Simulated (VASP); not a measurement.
Set up this calculation in VASP 6.6.1, as the native input.

```
Task                   : single point
Functional             : r2SCAN
Potentials or basis    : VASP PAW PBE potentials, release 64 (Al, P)
Cutoff                 : 550 eV
k mesh                 : 8 × 8 × 8
Occupations            : fermi-dirac, width 0.05 eV
Spin                   : no spin polarisation
Dipole correction      : no
Further INCAR settings : ALGO = Normal; EDIFF = 1e-06; NBANDS = 11
```

AlP:

```
CELL_PARAMETERS angstrom
0.00000 2.73500 2.73500
2.73500 0.00000 2.73500
2.73500 2.73500 0.00000
ATOMIC_POSITIONS crystal
Al 0.00000 0.00000 0.00000
P 0.25000 0.25000 0.25000
```

The input as run:

POSCAR

```
AlP
1.0
    0.0000000000      2.7350000000      2.7350000000
    2.7350000000      0.0000000000      2.7350000000
    2.7350000000      2.7350000000      0.0000000000
Al P
1 1
Direct
    0.0000000000      0.0000000000      0.0000000000
    0.2500000000      0.2500000000      0.2500000000
```

INCAR.step1

```
  PREC = Accurate
  ENCUT = 550
  ISMEAR = -1
  SIGMA = 0.05
  LREAL = F
  LASPH = T
  NELM = 120
  NBANDS = 11
  GGA = PE
  ALGO = Normal
  EDIFF = 1E-5
  LWAVE = T
  LCHARG = F
  GGA_COMPAT = F
```

INCAR.step2

```
  PREC = Accurate
  ENCUT = 550
  EDIFF = 1E-6
  ISMEAR = -1
  SIGMA = 0.05
  LREAL = F
  LASPH = T
  NELM = 120
  ALGO = Normal
  ISIF = 2
  LWAVE = F
  LCHARG = F
  METAGGA = R2SCAN
  LMIXTAU = T
  NBANDS = 11
  ISTART = 1
  GGA_COMPAT = F
```

KPOINTS

```
Automatic mesh
0
Gamma
  8 8 8
```

Potentials or basis: VASP PAW PBE potentials, release 64 (Al, P).

Launch:

```bash
$ cat potpaw_PBE.64/Al/POTCAR potpaw_PBE.64/P/POTCAR > POTCAR
$ cp INCAR.step1 INCAR
$ mpirun -np 1 vasp_std > vasp.out
$ cp INCAR.step2 INCAR
$ mpirun -np 1 vasp_std > vasp.out
```

Results of the run:

- Pressure: 0.1 GPa
- Band gap on the k mesh: 1.92 eV, indirect (least direct gap 3.95 eV)

Caveat: the PAW data sets were made with another functional, which shifts forces and pressure a little.

Wall time 30 s on 1 thread of Intel(R) Xeon(R) 6975P-C (Granite Rapids), with other jobs on the host, peak memory 0.17 GiB.
